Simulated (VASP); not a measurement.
# Na4ICl3 (P1) in VASP: relaxation of cell and atoms with PBE

Aim: the relaxation of cell and atoms of Na4ICl3 with PBE.

Program: VASP 6.6.1. These are calculated values, not measurements. Logs are shortened: lines on timing, memory, paths and dates and some standing lists are left out, and cuts for length are marked.

### Step 1. The cell of the first run

The typed cell holds 8 atoms: a = 5.933 Å, b = 6.041 Å, c = 7.317 Å, α = 113.88°, β = 114.95°, γ = 89.32°.

### Step 2. Relaxation of cell and atoms, PBE

File INCAR:

```
SYSTEM = Na4ICl3
  ALGO = Normal
  EDIFF = 1E-7
  EDIFFG = -0.025
  ENCUT = 600
  GGA = PE
  IBRION = 2
  ISIF = 3
  ISMEAR = 0
  LASPH = .True.
  LCHARG = .False.
  LREAL = .False.
  LWAVE = .False.
  NELM = 60
  NSW = 80
  PREC = Accurate
  SIGMA = 0.1
```

File KPOINTS:

```
k-points
0
Gamma
  4 4 4
  0 0 0
```

File POSCAR:

```
Na4ICl3
1.0
    5.9327889179      0.0356284737     -0.0426483602
    0.0356284737      6.0411881576      0.0475427196
   -3.0261191645     -2.9916881686      5.9524562704
Na I Cl
4 1 3
Direct
    0.5182851222     -0.0297389758     -0.0230966283
   -0.0149862161      0.5244034998      0.0313127148
    0.2672360323      0.2147649748      0.5286845266
    0.7496377721      0.7918081286      0.4770719042
   -0.0463681796     -0.0049822752     -0.0088202237
    0.5001746139      0.5200579060      0.9828926390
    0.2513602699      0.7262476601      0.4959933593
    0.7746605854      0.2574390817      0.5159617081
```

Potentials or basis: VASP PAW PBE potentials, release 64 (Na_pv, I, Cl).

Run with:

```sh
$ cat potpaw_PBE.64/Na_pv/POTCAR potpaw_PBE.64/I/POTCAR potpaw_PBE.64/Cl/POTCAR > POTCAR
$ mpirun -np 1 vasp_std > vasp.out
```

OUTCAR:

```text
SYSTEM = Na4ICl3
   EDIFF = 1E-7
   EDIFFG = -0.025
   ENCUT = 600
   GGA = PE
   IBRION = 2
   ISIF = 3
   ISMEAR = 0
   LASPH = .True.
   LREAL = .False.
   NELM = 60
   NSW = 80
   PREC = Accurate

 ion  position               nearest neighbor table
   1  0.518  0.970  0.977-   5 2.54
   2  0.985  0.524  0.031-   5 2.97   5 3.09
   3  0.267  0.215  0.529-
   4  0.750  0.792  0.477-   8 2.71   5 3.09
   5  0.954  0.995  0.991-   1 2.54   2 2.97   2 3.09   4 3.09
   6  0.500  0.520  0.983-
   7  0.251  0.726  0.496-
   8  0.775  0.257  0.516-   4 2.71

  LATTYP: Found a triclinic cell.
 ALAT       =     6.0414802866
 B/A-ratio  =     1.4098552926
 C/A-ratio  =     1.1948930618
 COS(alpha) =     0.0095350275
 COS(beta)  =     0.4006510028
 COS(gamma) =     0.7175436286

  Lattice vectors:

 A1 = (   0.0356284737,   6.0411881576,   0.0475427196)
 A2 = (   5.9684173916,   6.0768166313,   0.0048943594)
 A3 = (  -2.9066697534,   2.9560596949,  -5.9098079102)

Analysis of symmetry for initial positions (statically):
=====================================================================
 Subroutine PRICEL returns:
 Original cell was already a primitive cell.

 Routine SETGRP: Setting up the symmetry group for a
 triclinic supercell.

 Subroutine GETGRP returns: Found  1 space group operations
 (whereof  1 operations were pure point group operations)
 out of a pool of  2 trial point group operations.

The static configuration has the point symmetry C_1 .

Analysis of symmetry for dynamics (positions and initial velocities):
=====================================================================
 Subroutine PRICEL returns:
 Original cell was already a primitive cell.

 Routine SETGRP: Setting up the symmetry group for a
 triclinic supercell.

 Subroutine GETGRP returns: Found  1 space group operations
 (whereof  1 operations were pure point group operations)
 out of a pool of  2 trial point group operations.

The dynamic configuration has the point symmetry C_1 .

 Subroutine INISYM returns: Found  1 space group operations
 (whereof  1 operations are pure point group operations),
 and found     1 'primitive' translations

----------------------------------------------------------------------------------------

                                     Primitive cell

  volume of cell :     213.3986

  direct lattice vectors                    reciprocal lattice vectors
     5.932788918  0.035628474 -0.042648360     0.169177047 -0.001667991  0.085168168
     0.035628474  6.041188158  0.047542720    -0.000395909  0.164882109  0.082668022
    -3.026119164 -2.991688169  5.952456270     0.001215288 -0.001328877  0.167947814

  length of vectors
     5.933049184  6.041480287  7.317057533     0.189412968  0.184445841  0.167957468

  position of ions in fractional coordinates (direct lattice)
     0.518285122  0.970261024  0.976903372
     0.985013784  0.524403500  0.031312715
     0.267236032  0.214764975  0.528684527
     0.749637772  0.791808129  0.477071904
     0.953631820  0.995017725  0.991179776
     0.500174614  0.520057906  0.982892639
     0.251360270  0.726247660  0.495993359
     0.774660585  0.257439082  0.515961708

  ion indices of the primitive-cell ions
   primitive index   ion index
                 1           1
                 2           2
                 3           3
                 4           4
                 5           5
                 6           6
                 7           7
                 8           8

----------------------------------------------------------------------------------------

 KPOINTS: k-points

Automatic generation of k-mesh.
 Grid dimensions read from file:
 generate k-points for:    4    4    4

 Generating k-lattice:

  Cartesian coordinates                     Fractional coordinates (reciprocal lattice)
     0.042294262 -0.000416998  0.021292042     0.250000000  0.000000000  0.000000000
    -0.000098977  0.041220527  0.020667006    -0.000000000  0.250000000  0.000000000
     0.000303822 -0.000332219  0.041986954    -0.000000000  0.000000000  0.250000000

  Length of vectors
     0.047353242  0.046111460  0.041989367

  Shift w.r.t. Gamma in fractional coordinates (k-lattice)
     0.000000000  0.000000000  0.000000000

 Subroutine IBZKPT returns following result:
 ===========================================

 Found     36 irreducible k-points:

 Following reciprocal coordinates:
            Coordinates               Weight
  0.000000  0.000000  0.000000      1.000000
  0.250000  0.000000  0.000000      2.000000
  0.500000  0.000000  0.000000      1.000000
 -0.000000  0.250000  0.000000      2.000000
  0.250000  0.250000  0.000000      2.000000
  0.500000  0.250000  0.000000      2.000000
[... 16 lines left out ...]
  0.000000 -0.250000  0.250000      2.000000
  0.250000 -0.250000  0.250000      2.000000
 [... further k-points ...]
   k-points           NKPTS =     36   k-points in BZ     NKDIM =     36   number of bands    NBANDS=     33
   number of dos      NEDOS =    301   number of ions     NIONS =      8
   total plane-waves  NPLWV = 138240
   dimension x,y,z NGX =    48 NGY =   48 NGZ =   60
   dimension x,y,z NGXF=    96 NGYF=   96 NGZF=  120
   ions per type =               4   1   3
   NGX,Y,Z   is equivalent  to a cutoff of  13.45, 13.21, 13.63 a.u.
   NGXF,Y,Z  is equivalent  to a cutoff of  26.90, 26.42, 27.26 a.u.
 SYSTEM =  Na4ICl3
   PREC   = accura    normal or accurate (medium, high low for compatibility)
   ISTART =      0    job   : 0-new  1-cont  2-samecut
   ICHARG =      2    charge: 1-file 2-atom 10-const
   ISPIN  =      1    spin polarized calculation?
   LNONCOLLINEAR =      F non collinear calculations
   LSORBIT =      F    spin-orbit coupling
   LASPH  =      T    aspherical Exc in radial PAW
   ENCUT  =  600.0 eV  44.10 Ry    6.64 a.u.  11.85 12.07 14.61*2*pi/ulx,y,z
   NELM   =     60;   NELMIN=  2; NELMDL= -5     # of ELM steps
   EDIFF  = 0.1E-06   stopping-criterion for ELM
   LREAL  =      F    real-space projection
   EDIFFG = -.3E-01   stopping-criterion for IOM
   NSW    =     80    number of steps for IOM
   IBRION =      2    ionic relax: 0-MD 1-quasi-New 2-CG
   NFREE  =      1    steps in history (QN), initial steepest desc. (CG)
   ISIF   =      3    stress and relaxation
   ISYM   =      2    0-nonsym 1-usesym 2-fastsym
   POTIM  = 0.5000    time-step for ionic-motion
   TEBEG  =    0.0;   TEEND  =   0.0 temperature during run
   PSTRESS=    0.0 pullay stress
   NELECT =      56.0000    total number of electrons
   NUPDOWN=      -1.0000    fix difference up-down
   EMIN   =  10.00;   EMAX   =-10.00  energy-range for DOS
   EFERMI =   0.00;   METHOD = LEGACY
   ISMEAR =     0;   SIGMA  =   0.10  broadening in eV -4-tet -1-fermi 0-gaus
   EFERMI_NEDOS =   21; number of points for ismear=-14 and -15
   IALGO  =     38    algorithm
   IMIX   =      4    mixing-type and parameters
     AMIX     =   0.40;   BMIX     =  1.00
     AMIX_MAG =   1.60;   BMIX_MAG =  1.00
  volume/ion in A,a.u.               =      26.67       180.01
  Fermi-wavevector in a.u.,A,eV,Ry     =   1.048110  1.980641 14.946480  1.098535
  Thomas-Fermi vector in A             =   2.183018
   LORBIT       =      0    0 simple, 1 ext, 2 COOP (PROOUT), +10 PAW based schemes
   GGA     = PE    functional components
   LHFCALC =     F    Hartree Fock is set to
   AEXX    =    0.0000 exact exchange contribution
   IVDW    =     0    specifies the selected vdW correction
   LEPSILON=     F    determine dielectric tensor
   LRPA    =     F    only Hartree local field effects (RPA)
 conjugate gradient relaxation of ions
 non-spin polarized calculation
 Gauss-broadening in eV      SIGMA  =   0.10
  energy-cutoff  :      600.00
  volume of cell :      213.40
 maximum number of plane-waves:      7146
   NGX = 23   NGY = 25   NGZ = 29

--------------------------------------- Ionic step        1  -------------------------------------------

 number of electron      56.0000004 magnetization

 Free energy of the ion-electron system (eV)
  ---------------------------------------------------
  ext. energy  EPLUGINS =         0.00000000
  ---------------------------------------------------
  free energy    TOTEN  =       -24.80369919 eV

  energy without entropy =      -24.80369919  energy(sigma->0) =      -24.80369919

------------------------ aborting loop because EDIFF is reached ----------------------------------------

  FORCE on cell =-STRESS in cart. coord.  units (eV):
  Direction    XX          YY          ZZ          XY          YZ          ZX
  --------------------------------------------------------------------------------------
  -------------------------------------------------------------------------------------
  Total        3.9230745      0.7126597     -0.1658988      0.2327556     -0.3745004      0.3292846
  in kB       29.4540905      5.3505847     -1.2455536      1.7475077     -2.8117153      2.4722391
  external PRESSURE =      11.1863739 kB  Pullay stress =       0.0000000 kB
[... 107 lines left out ...]
  FREE ENERGIE OF THE ION-ELECTRON SYSTEM (eV)
  ---------------------------------------------------
  free  energy   TOTEN  =       -25.1975739628 eV

  energy  without entropy=      -25.1975739627  energy(sigma->0) =      -25.19757396

 E-fermi :  -0.1465     XC(G=0):  -7.6414

 val. band max:       -0.5921490882   @ k =   0.0000   0.0000   0.0000
 cond. band min:       3.6283296063   @ k =   0.0000   0.0000   0.0000
 fundamental gap:      4.2204786945
 Fermi energy:        -0.1465025197

 k-point     1 :       0.0000    0.0000    0.0000
  band No.  band energies     occupation
      1     -22.2858      2.00000
      2     -22.2731      2.00000
      3     -22.2604      2.00000
      4     -22.2560      2.00000
      5     -22.2527      2.00000
      6     -22.2376      2.00000
[... 853 lines left out ...]
     32       6.6212      0.00000
     33       7.0075      0.00000

 [... further k-points ...]

[... ionic steps 4 to 15 ...]

--------------------------------------- Ionic step       16  -------------------------------------------

 number of electron      55.9999999 magnetization

------------------------ aborting loop because EDIFF is reached ----------------------------------------

  FORCE on cell =-STRESS in cart. coord.  units (eV):
  Direction    XX          YY          ZZ          XY          YZ          ZX
  --------------------------------------------------------------------------------------
  -------------------------------------------------------------------------------------
  Total       -0.0418073      0.0339087      0.0506743     -0.0028030     -0.0135353     -0.0078780
  in kB       -0.3170370      0.2571397      0.3842776     -0.0212563     -0.1026422     -0.0597415
  external PRESSURE =       0.1081268 kB  Pullay stress =       0.0000000 kB
[... 69 lines left out ...]
  energy  without entropy=      -25.3962266348  energy(sigma->0) =      -25.39622663

--------------------------------------- Ionic step       18  -------------------------------------------

 number of electron      56.0000006 magnetization

 Free energy of the ion-electron system (eV)
  ---------------------------------------------------
  ext. energy  EPLUGINS =         0.00000000
  ---------------------------------------------------
  free energy    TOTEN  =       -25.39814795 eV

  energy without entropy =      -25.39814795  energy(sigma->0) =      -25.39814795

 E-fermi :   0.1350     XC(G=0):  -7.8301

 val. band max:       -0.3462700050   @ k =   0.0000   0.0000   0.0000
 cond. band min:       4.0147071935   @ k =   0.0000   0.0000   0.0000
 fundamental gap:      4.3609771985
 Fermi energy:         0.1350111150

 k-point     1 :       0.0000    0.0000    0.0000
  band No.  band energies     occupation
      1     -21.9507      2.00000
      2     -21.9490      2.00000
      3     -21.9294      2.00000
      4     -21.9280      2.00000
      5     -21.9201      2.00000
      6     -21.9175      2.00000
[... 853 lines left out ...]
     32       7.1382      0.00000
     33       7.4773      0.00000

 [... further k-points ...]
[... 5 lines left out ...]
  --------------------------------------------------------------------------------------
  -------------------------------------------------------------------------------------
  Total        0.0892887     -0.0226958     -0.0095643     -0.0483740     -0.0086815     -0.0005362
  in kB        0.6779521     -0.1723246     -0.0726202     -0.3672950     -0.0659172     -0.0040715
  external PRESSURE =       0.1443358 kB  Pullay stress =       0.0000000 kB
[... 23 lines left out ...]
  FREE ENERGIE OF THE ION-ELECTRON SYSTEM (eV)
  ---------------------------------------------------
  free  energy   TOTEN  =       -25.3981479547 eV

  energy  without entropy=      -25.3981479547  energy(sigma->0) =      -25.39814795

 reached required accuracy - stopping structural energy minimisation
```

Wall time 34 min (1 thread of Intel Xeon 6975P-C (Granite Rapids), shared host); peak memory 0.59 GiB.

What came out:

```yaml
Free_energy: -25.3981 eV
Relaxed_volume: 26.38 Å³/atom
Relaxed_cell: a = 5.976 Å, b = 5.995 Å, c = 7.257 Å, α = 114.49°, β = 114.41°, γ = 89.78°
Space_group_after_relaxing_to_0.1_Å: I4/mmm (No. 139)
Energy_gained_by_relaxing: 74.3 meV/atom
Ionic_steps: 18
Pressure_after_relaxing: 0.0 GPa
Largest_force_after_relaxing: 0.023 eV/Å
Band_gap_on_the_k_mesh: 4.36 eV
```

Forces in eV/Å, atoms in the order of the input:
```
Na   0.006  0.012 -0.003
Na   0.002  0.000  0.018
Na  -0.003  0.011  0.014
Na  -0.005 -0.008 -0.021
I   -0.014 -0.010 -0.007
Cl   0.007  0.008 -0.002
Cl   0.001 -0.008 -0.001
Cl   0.006 -0.004  0.003
```

Step by step:
| step | energy change (eV) | largest force (eV/Å) | pressure (GPa) | volume (Å³) |
| --- | --- | --- | --- | --- |
| 1 | 0.0000 | 2.2164 | 1.12 | 213.40 |
| 2 | -0.3416 | 0.7661 | -0.10 | 219.16 |
| 3 | -0.3939 | 0.4304 | -0.43 | 221.66 |
| 4 | -0.4072 | 0.2491 | -0.85 | 226.68 |
| 5 | -0.4131 | 0.2607 | -0.74 | 225.04 |
| 6 | -0.4133 | 0.2640 | -0.70 | 224.62 |
| 7 | -0.4530 | 0.2510 | -0.43 | 220.37 |
| 8 | -0.4975 | 0.2190 | 0.39 | 210.67 |
| 9 | -0.5243 | 0.1694 | 0.21 | 211.80 |
| 10 | -0.5537 | 0.1246 | -0.12 | 214.51 |
| 11 | -0.5541 | 0.1279 | -0.16 | 214.85 |
| 12 | -0.5697 | 0.1112 | -0.07 | 213.40 |
| 13 | -0.5795 | 0.1338 | 0.10 | 211.03 |
| 14 | -0.5870 | 0.0689 | -0.03 | 212.02 |
| 15 | -0.5878 | 0.0710 | -0.08 | 212.47 |
| 16 | -0.5912 | 0.0528 | 0.01 | 211.28 |
| 17 | -0.5925 | 0.0567 | 0.14 | 209.79 |
| 18 | -0.5944 | 0.0232 | 0.01 | 211.01 |

Final structure:
```
CELL_PARAMETERS angstrom
5.97623 0.01199 0.00023
0.01074 5.99504 -0.00066
-2.99343 -3.00273 5.88988
ATOMIC_POSITIONS crystal
Na 0.50022 0.99578 0.00023
Na 0.99728 0.49984 0.99623
Na 0.26741 0.26313 0.53329
Na 0.73520 0.73534 0.46804
I 0.00120 0.00281 0.00132
Cl 0.49934 0.50020 0.00033
Cl 0.24996 0.75199 0.50044
Cl 0.74939 0.25091 0.50012
```

Caveat: spin-orbit coupling is left out, which moves the levels of the heavy elements.
